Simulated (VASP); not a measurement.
# Si2Mo (rvv): single point with r2SCAN+rVV10

Crystal: Si2Mo (rvv).

```
Si Mo
1.0
    -1.60000    1.60000    3.93050
     1.60000   -1.60000    3.93050
     1.60000    1.60000   -3.93050
Si Mo
2 1
Direct
  0.33300 0.33300 0.00000
  0.66700 0.66700 0.00000
  0.00000 0.00000 0.00000
```

```
Program                : VASP 6.6.1
Task                   : single point
Functional             : r2SCAN
Dispersion             : rVV10
Potentials or basis    : VASP PAW PBE potentials, release 64 (Si, Mo_sv)
Cutoff                 : 520 eV
k mesh                 : 8 × 8 × 8
Occupations            : gaussian, width 0.1 eV
Spin                   : no spin polarisation
Dipole correction      : no
Further INCAR settings : ALGO = Normal; EDIFF = 1e-07; NBANDS = 18
```

| Item | Value |
| --- | --- |
| Pressure | -1.9 GPa |
| Largest force | 0.380 eV/Å |
| Band gap on the k mesh | zero (band 11 reaches 12.77 eV, above the bottom of band 12 at 11.65 eV) |

Forces in eV/Å, atoms in the order of the input:
```
Si   0.000  0.000  0.380
Si   0.000  0.000 -0.380
Mo   0.000  0.000  0.000
```

Stress tensor (GPa, compression positive):
```
-0.90  0.00  0.00
 0.00 -0.90  0.00
 0.00  0.00 -3.77
```

Levels at points of the mesh, in eV from the Fermi level:
| k point | band 9 | band 10 | band 11 | band 12 | band 13 | band 14 |
| --- | --- | --- | --- | --- | --- | --- |
| (0.00, 0.00, 0.00) | -2.77 | -2.77 | 0.48 | 3.36 | 3.44 | 3.88 |
| (0.50, 0.00, 0.00) | -2.65 | -2.61 | -0.49 | 2.59 | 3.24 | 4.45 |
| (0.50, 0.50, 0.00) | -4.71 | -3.21 | -1.24 | 2.68 | 3.04 | 3.30 |
| (0.50, 0.50, 0.50) | -0.55 | -0.55 | -0.55 | -0.55 | 0.62 | 5.02 |

Run time: 3.8 min on 1 thread of Intel(R) Xeon(R) Platinum 8488C (Sapphire Rapids) (shared host), peak memory 0.4 GiB.

Caveat: the PAW data sets were made with another functional, which shifts forces and pressure a little.
